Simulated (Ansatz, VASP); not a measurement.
## Two plane-wave programs on Ga3Sb

```
Ga Sb
1.0
     3.88876    0.00000    0.00000
    -1.94438    3.36777    0.00000
     0.00000    0.00000    6.95090
Ga Sb
3 1
Cartesian
  0.0000 2.2452 1.5719
  1.9444 1.1226 5.3790
  0.0000 0.0000 0.0000
  0.0000 0.0000 3.4754
```

Alike in both runs: functional PBE; k mesh 6 × 6 × 4; occupations gaussian, width 0.1 eV; no spin polarisation.

Ansatz relaxed the structure, and its values are those at the end. VASP's run is a single point on that final structure, the one shown.

|  | VASP | Ansatz |
| --- | --- | --- |
| version | VASP 6.6.1 | Ansatz 0.2.0 |
| potentials or method | VASP PAW PBE potentials, release 64 (Ga_d, Sb), cutoff 520 eV | scalar-relativistic, plane waves, PAW |
| valence electrons in the cell | 44 | 54 |

```tsv
	VASP	Ansatz	Ansatz less VASP
gap on the k mesh at the Fermi level (eV)	none	none	-
pressure (GPa)	0.1	0.1	-0.06
```

A gap of «none» marks a metal or a gap that the smearing closes. VASP's potentials hold 44 valence electrons a cell and Ansatz's 54, so a difference there can come from the potentials and not from the codes.

Neither program's run includes spin-orbit coupling.
